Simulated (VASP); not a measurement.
# InP: single point with BLYP+D3(BJ)

InP:

```
In P
1.0
     0.00000    2.91083    2.91083
     2.91083    0.00000    2.91083
     2.91083    2.91083    0.00000
In P
1 1
Direct
  0.00000 0.00000 0.00000
  0.75000 0.75000 0.75000
```

```yaml
Program: VASP 6.6.1
Task: single point
Functional: BLYP
Dispersion: D3(BJ)
Potentials_or_basis: VASP PAW PBE potentials, release 64 (In_d, P)
Cutoff: 520 eV
k_mesh: 8 × 8 × 8
Occupations: fermi-dirac, width 0.05 eV
Spin: no spin polarisation
```

```json
{
 "Pressure": "3.1 GPa",
 "Band gap on the k mesh": "0.74 eV, direct",
 "Dispersion energy per atom": "-0.732 eV"
}
```

Levels at points of the mesh, in eV from the valence-band top:
```csv
k point,band 7,band 8,band 9,band 10,band 11,band 12
"(0.00, 0.00, 0.00)",0.00,0.00,0.00,0.74,4.12,4.12
"(0.50, 0.00, 0.00)",-5.81,-1.00,-1.00,1.54,4.88,4.88
"(0.50, 0.50, 0.00)",-5.85,-2.36,-2.36,1.86,2.35,9.35
```

Run time: 22 s on 1 thread of AMD EPYC 9R45 96-Core Processor (Zen 5), on a shared host, peak memory 0.16 GiB.

Caveat: the PAW data sets were made with another functional, which shifts forces and pressure a little; spin-orbit coupling is left out, which moves the levels of the heavy elements. A hybrid or GW would open this gap; BLYP tends to underestimate it.
